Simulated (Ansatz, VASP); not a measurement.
## One calculation of Sr, two programs

Contents of INCAR:

```
PREC = Accurate
ENCUT = 520
EDIFF = 1E-8
ISMEAR = -1
SIGMA = 0.08
LREAL = F
LASPH = T
NELM = 100
ALGO = Normal
ISIF = 2
LWAVE = F
LCHARG = F
GGA = PE
LEFG = T
NBANDS = 17
```

The input KPOINTS:

```
regular mesh
0
Gamma
  10 10 5
```

POSCAR

```
Sr
1.0
    4.3100002207     -0.0323250017     -0.0323250017
   -2.1829943830      3.7487321822     -0.0118317718
   -0.0528750000     -0.0528750000      7.0500000000
Sr
2
Direct
    0.3333333333      0.6666666667      0.2500000000
    0.6666666667      0.3333333333      0.7500000000
```

Input for Ansatz:

```yaml
crystal:
  lattice:
    - [4.3100002207, -0.0323250017, -0.0323250017]
    - [-2.182994383, 3.7487321822, -0.0118317718]
    - [-0.052875, -0.052875, 7.05]
  atoms:
    - { symbol: Sr, position: [0.3333333333, 0.6666666667, 0.25] }
    - { symbol: Sr, position: [0.6666666667, 0.3333333333, 0.75] }
kpoints:
  mp_grid: { grid: [10, 10, 5] }
scf:
  occupations: { method: fermi_dirac, width: 0.08 }
hamiltonian:
  xc: pbe
  pseudopotentials: { kind: paw }
output:
  forces: true
  stress: true
  eigenvalues: true
  efg: { contact_densities: true }
```

Change from the starting cell: equal xy, yz and zx shear strains of -1.5 %, PAW files.

Alike in both runs: task electric field gradients; functional PBE; k mesh 10 × 10 × 5; occupations fermi-dirac, width 0.08 eV; no spin polarisation.

|  | VASP | Ansatz |
| --- | --- | --- |
| version | VASP 6.6.1 | Ansatz 0.2.0 |
| potentials or method | VASP PAW PBE potentials, release 64 (Sr_sv) | PAW with Ansatz's default frozen-core files, scalar-relativistic |
| plane-wave cutoff (eV) | 520 | 420 |
| valence electrons in the cell | 20 | 20 |

|  | VASP | Ansatz | Ansatz less VASP |
| --- | --- | --- | --- |
| pressure (GPa) | -0.3 | -0.3 | 0.00 |
| traceless stress, the component that is largest in VASP (GPa) | 0.13 | 0.13 | 0.000 |
| rms of the force components (eV/Å) | 0.008 | 0.008 | 0.0000 |
| size of Vzz on the site where it differs most (V/Å²) | 4.7 | 4.9 | +0.18 |

Atom by atom the forces differ by 0.000 eV/Å (rms over components).
